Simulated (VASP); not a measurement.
# AlGa5As6 in VASP: notebook, part 2 of 2

VASP 6.6.1.

## Step 4: Single point, PBE

File INCAR:

```
SYSTEM = AlGa5As6
  ALGO = Normal
  EDIFF = 1E-7
  ENCUT = 520
  GGA = PE
  ISIF = 2
  ISMEAR = 0
  LASPH = .TRUE.
  LCHARG = .FALSE.
  LREAL = .FALSE.
  LWAVE = .FALSE.
  NBANDS = 61
  NELM = 80
  PREC = Accurate
  SIGMA = 0.1
```

File KPOINTS:

```
k-points
0
G
  4 4 1
  0 0 0
```

File POSCAR:

```
AlGa5As6
1.0
    4.0863640416     -0.0000261805      0.0004188695
   -0.0000330207      4.0876559829     -0.0002770022
   -0.0037365874      0.0021199529     17.0102934059
Al Ga As
1 5 6
Direct
   -0.0002145146     -0.0001920366      0.4999884705
    0.0002401831      0.0000141875      0.8331808414
    0.4995427920      0.5001103562     -0.0000069385
    0.0002605836      0.0001796584      0.1668082119
    0.4995897894      0.4998695064      0.3336249350
    0.5005450963      0.5000035316      0.6663482923
    0.5001837971      0.0000905185      0.9165759440
   -0.0004257647      0.5001403929      0.0834447922
    0.5002100803     -0.0000813687      0.2502330225
   -0.0003453145      0.4998191857      0.4175344293
    0.4998808973      0.0000081128      0.5824772763
    0.0005323747      0.5000379552      0.7497907231
```

Potentials or basis: VASP PAW PBE potentials, release 64 (Al, Ga_d, As).

Launch:

```bash
> cat potpaw_PBE.64/Al/POTCAR potpaw_PBE.64/Ga_d/POTCAR potpaw_PBE.64/As/POTCAR > POTCAR
> mpirun -np 1 vasp_std > vasp.out
```

OUTCAR:

```text
SYSTEM = AlGa5As6
   EDIFF = 1E-7
   ENCUT = 520
   GGA = PE
   ISIF = 2
   ISMEAR = 0
   LASPH = .TRUE.
   LREAL = .FALSE.
   NELM = 80
   PREC = Accurate

 ion  position               nearest neighbor table
   1  1.000  1.000  0.500-  11 2.48  10 2.48  11 2.48  10 2.48
   2  0.000  0.000  0.833-   7 2.49   7 2.49  12 2.49  12 2.49
   3  0.500  0.500  1.000-   8 2.49   8 2.49   7 2.49   7 2.49
   4  0.000  0.000  0.167-   9 2.49   8 2.49   8 2.49   9 2.49
   5  0.500  0.500  0.334-   9 2.49   9 2.49  10 2.49  10 2.49
   6  0.501  0.500  0.666-  12 2.49  12 2.49  11 2.49  11 2.49
   7  0.500  0.000  0.917-   2 2.49   2 2.49   3 2.49   3 2.49
   8  1.000  0.500  0.083-   4 2.49   4 2.49   3 2.49   3 2.49
   9  0.500  1.000  0.250-   4 2.49   5 2.49   4 2.49   5 2.49
  10  1.000  0.500  0.418-   1 2.48   1 2.48   5 2.49   5 2.49
  11  0.500  0.000  0.582-   1 2.48   1 2.48   6 2.49   6 2.49
  12  0.001  0.500  0.750-   6 2.49   2 2.49   2 2.49   6 2.49

  LATTYP: Found a triclinic cell.
 ALAT       =    17.0102939484
 B/A-ratio  =     0.2402288917
 C/A-ratio  =     0.2403048416
 COS(alpha) =     0.0000144919
 COS(beta)  =     0.0000568639
 COS(gamma) =     0.0001171628

  Lattice vectors:

 A1 = (   0.0037365874,  -0.0021199529, -17.0102934059)
 A2 = (   4.0863640416,  -0.0000261805,   0.0004188695)
 A3 = (   0.0000330207,  -4.0876559829,   0.0002770022)

Analysis of symmetry for initial positions (statically):
=====================================================================
 Subroutine PRICEL returns:
 Original cell was already a primitive cell.

 Routine SETGRP: Setting up the symmetry group for a
 triclinic supercell.

 Subroutine GETGRP returns: Found  1 space group operations
 (whereof  1 operations were pure point group operations)
 out of a pool of  2 trial point group operations.

The static configuration has the point symmetry C_1 .

Analysis of symmetry for dynamics (positions and initial velocities):
=====================================================================
 Subroutine PRICEL returns:
[... 165 lines left out ...]
 Gauss-broadening in eV      SIGMA  =   0.10
  energy-cutoff  :      520.00
  volume of cell :      284.13
 maximum number of plane-waves:      7671
   NGX = 15   NGY = 15   NGZ = 63

 number of electron      98.0000083 magnetization

 Free energy of the ion-electron system (eV)
  ---------------------------------------------------
  ext. energy  EPLUGINS =         0.00000000
  ---------------------------------------------------
  free energy    TOTEN  =       -50.42823488 eV

  energy without entropy =      -50.42789055  energy(sigma->0) =      -50.42806272

 E-fermi :   3.7409     XC(G=0):  -9.2872

 val. band max:        3.5650530585   @ k =   0.0000   0.0000   0.0000
 cond. band min:       3.9150815272   @ k =   0.0000   0.0000   0.0000
 fundamental gap:      0.3500284687
 Fermi energy:         3.7408950354

 k-point     1 :       0.0000    0.0000    0.0000
  band No.  band energies     occupation
      1     -11.2433      2.00000
      2     -11.2358      2.00000
      3     -11.2122      2.00000
      4     -11.1851      2.00000
      5     -11.1641      2.00000
      6     -11.1639      2.00000
[... 629 lines left out ...]
     60       7.0560      0.00000
     61       7.4264      0.00000

------------------------ aborting loop because EDIFF is reached ----------------------------------------

  FORCE on cell =-STRESS in cart. coord.  units (eV):
  Direction    XX          YY          ZZ          XY          YZ          ZX
  --------------------------------------------------------------------------------------
  -------------------------------------------------------------------------------------
  Total        0.3267310      0.2755809      0.2875993      0.0007941     -0.0055600      0.0114725
  in kB        1.8423736      1.5539480      1.6217172      0.0044781     -0.0313517      0.0646915
  external PRESSURE =       1.6726796 kB  Pullay stress =       0.0000000 kB

 VOLUME and BASIS-vectors are now :
 -----------------------------------------------------------------------------
  energy-cutoff  :      520.00
  volume of cell :      284.13
      direct lattice vectors                 reciprocal lattice vectors
     4.086364042 -0.000026181  0.000418869     0.244716322  0.000001980  0.000053756
    -0.000033021  4.087655983 -0.000277002     0.000001570  0.244638980 -0.000030488
    -0.003736587  0.002119953 17.010293406    -0.000006026  0.000003984  0.058787932

 POSITION                                       TOTAL-FORCE (eV/Angst)
 -----------------------------------------------------------------------------------
      4.08359      4.08790      8.50509         0.000847      0.000561      0.000236
     -0.00213      0.00182     14.17265        -0.000512      0.000740     -0.001943
      2.03756      2.04639     17.01025         0.001337     -0.000865      0.000423
      0.00044      0.00109      2.83746        -0.002367     -0.002257      0.002257
      2.04024      2.04399      5.67513         0.001979      0.000415      0.002121
      2.04290      2.04524     11.33485        -0.002408      0.000399      0.000660
      2.04051      0.00230     15.59144        -0.000867      0.000305      0.000778
      4.08430      2.04455      1.41970         0.003568      0.001021     -0.001252
      2.04307      4.08784      4.25647        -0.001695      0.000487     -0.003970
      4.08338      2.04395      7.10266         0.001248      0.000945      0.000155
      2.04052      0.00125      9.90832         0.001199     -0.000845     -0.001075
     -0.00064      2.04557     12.75402        -0.002327     -0.000905      0.001611
 -----------------------------------------------------------------------------------
    total drift:                               -0.000025     -0.000042     -0.000018

  FREE ENERGIE OF THE ION-ELECTRON SYSTEM (eV)
  ---------------------------------------------------
  free  energy   TOTEN  =       -50.4282348837 eV

  energy  without entropy=      -50.4278905502  energy(sigma->0) =      -50.42806272
```

OSZICAR:

```text
N       E                     dE             d eps       ncg     rms          rms(c)
DAV:   1     0.904711712881E+03    0.90471E+03   -0.42425E+04  1317   0.210E+03
DAV:   2     0.116529685582E+03   -0.78818E+03   -0.75359E+03  1308   0.596E+02
DAV:   3    -0.393431991298E+02   -0.15587E+03   -0.14826E+03  1457   0.180E+02
DAV:   4    -0.509578681844E+02   -0.11615E+02   -0.11462E+02  1473   0.483E+01
DAV:   5    -0.514336543745E+02   -0.47579E+00   -0.47452E+00  1595   0.101E+01    0.707E+00
DAV:   6    -0.505251652159E+02    0.90849E+00   -0.17316E+00  1737   0.113E+01    0.397E+00
DAV:   7    -0.504241215097E+02    0.10104E+00   -0.10696E+00  1454   0.340E+00    0.124E+00
DAV:   8    -0.504256567684E+02   -0.15353E-02   -0.16493E-01  1479   0.366E+00    0.278E-01
DAV:   9    -0.504268513232E+02   -0.11946E-02   -0.20578E-02  1449   0.205E+00    0.943E-02
DAV:  10    -0.504275987304E+02   -0.74741E-03   -0.42945E-03  1484   0.814E-01    0.605E-02
DAV:  11    -0.504280916931E+02   -0.49296E-03   -0.12317E-03  1500   0.255E-01    0.288E-02
DAV:  12    -0.504282174792E+02   -0.12579E-03   -0.22693E-04  1429   0.197E-01    0.879E-03
DAV:  13    -0.504282325429E+02   -0.15064E-04   -0.56363E-05  1747   0.737E-02    0.385E-03
DAV:  14    -0.504282341622E+02   -0.16192E-05   -0.91877E-06  1564   0.177E-02    0.200E-03
DAV:  15    -0.504282346800E+02   -0.51778E-06   -0.96946E-07  1456   0.110E-02    0.765E-04
DAV:  16    -0.504282348564E+02   -0.17642E-06   -0.19566E-07  1034   0.414E-03    0.307E-04
DAV:  17    -0.504282348837E+02   -0.27367E-07   -0.56136E-08   825   0.324E-03
   1 F= -.50428235E+02 E0= -.50428063E+02  d E =-.344334E-03
```

Run time: 5.8 min. Hardware: 1 thread of Intel Xeon 6975P-C, shared host; peak memory 0.41 GiB.

What came out:

* Free energy: -50.4282 eV
* Pressure: 0.2 GPa
* Largest force: 0.004 eV/Å
* Band gap on the k mesh: 0.35 eV, direct

Forces in eV/Å, atoms in the order of the input:
```
Al   0.001  0.001  0.000
Ga  -0.001  0.001 -0.002
Ga   0.001 -0.001  0.000
Ga  -0.002 -0.002  0.002
Ga   0.002  0.000  0.002
Ga  -0.002  0.000  0.001
As  -0.001  0.000  0.001
As   0.004  0.001 -0.001
As  -0.002  0.000 -0.004
As   0.001  0.001  0.000
As   0.001 -0.001 -0.001
As  -0.002 -0.001  0.002
```

Levels at points of the mesh, in eV from the valence-band top:
| k point | band 47 | band 48 | band 49 | band 50 | band 51 | band 52 |
| --- | --- | --- | --- | --- | --- | --- |
| (0.00, 0.00, 0.00) | -0.07 | -0.07 | 0.00 | 0.35 | 1.36 | 1.52 |
| (0.50, 0.00, 0.00) | -1.15 | -1.14 | -1.14 | 1.43 | 1.49 | 1.51 |
| (0.00, 0.50, 0.00) | -1.15 | -1.13 | -1.13 | 1.43 | 1.49 | 1.51 |
| (0.50, 0.50, 0.00) | -2.46 | -2.45 | -2.44 | 1.51 | 1.51 | 1.60 |
